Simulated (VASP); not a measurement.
# CdTe4: single point with PBE

Crystal: CdTe4.

```
Cd Te
1.0
     4.45228    0.00000    0.00000
     0.00000    4.45228    0.00000
     0.00000    0.00000    8.81689
Cd Te
1 4
Direct
  0.00000 0.00000 0.00000
  0.00000 0.50000 0.73852
  0.50000 0.00000 0.73852
  0.00000 0.50000 0.26148
  0.50000 0.00000 0.26148
```

The cell was generated, and may not be a known phase.

- Program: VASP 6.6.1
- Task: single point
- Functional: PBE
- Potentials or basis: VASP PAW PBE potentials, release 64 (Cd, Te)
- Cutoff: 520 eV
- k mesh: 4 × 4 × 4
- Occupations: gaussian, width 0.1 eV
- Spin: no spin polarisation
- Dipole correction: no
- Further INCAR settings: ALGO = Normal; EDIFF = 1e-07; NBANDS = 26

```yaml
Pressure: 0.1 GPa
Largest_force: 0.012 eV/Å
Band_gap_on_the_k_mesh: zero (bands 18 and 19 overlap by 2.73 eV)
```

Forces in eV/Å, atoms in the order of the input:
```
Cd   0.000  0.000  0.000
Te   0.000  0.000  0.012
Te   0.000  0.000  0.012
Te   0.000  0.000 -0.012
Te   0.000  0.000 -0.012
```

Stress tensor (GPa, compression positive):
```
 0.18  0.00  0.00
 0.00  0.18  0.00
 0.00  0.00 -0.07
```

Levels at points of the mesh, in eV from the Fermi level:
```csv
k point,band 13,band 14,band 15,band 16,band 17,band 18,band 19,band 20,band 21,band 22
"(0.00, 0.00, 0.00)",-3.72,-3.72,-2.95,-0.52,0.08,0.64,1.80,1.80,2.12,2.12
"(0.50, 0.00, 0.00)",-2.05,-1.92,-1.92,-1.80,-1.77,-1.60,-1.37,-1.35,-1.06,1.40
"(0.50, 0.50, 0.00)",-5.33,-2.85,-2.85,-0.95,-0.79,-0.79,2.81,3.40,3.46,3.55
"(0.00, 0.00, 0.50)",-3.96,-3.83,-3.83,-0.17,0.17,1.13,1.88,1.88,2.03,2.03
"(0.50, 0.00, 0.50)",-2.24,-2.08,-1.91,-1.89,-1.88,-1.81,-1.61,-1.50,-1.47,2.22
"(0.50, 0.50, 0.50)",-5.37,-2.23,-2.23,-1.72,-1.72,-0.69,2.62,3.39,3.48,3.59
```

It took 92 s on 1 thread of Intel(R) Xeon(R) Platinum 8259CL CPU @ 2.50GHz (Skylake/Cascade Lake) (shared host), peak memory 0.32 GiB.

Caveat: spin-orbit coupling is left out, which moves the levels of the heavy elements.
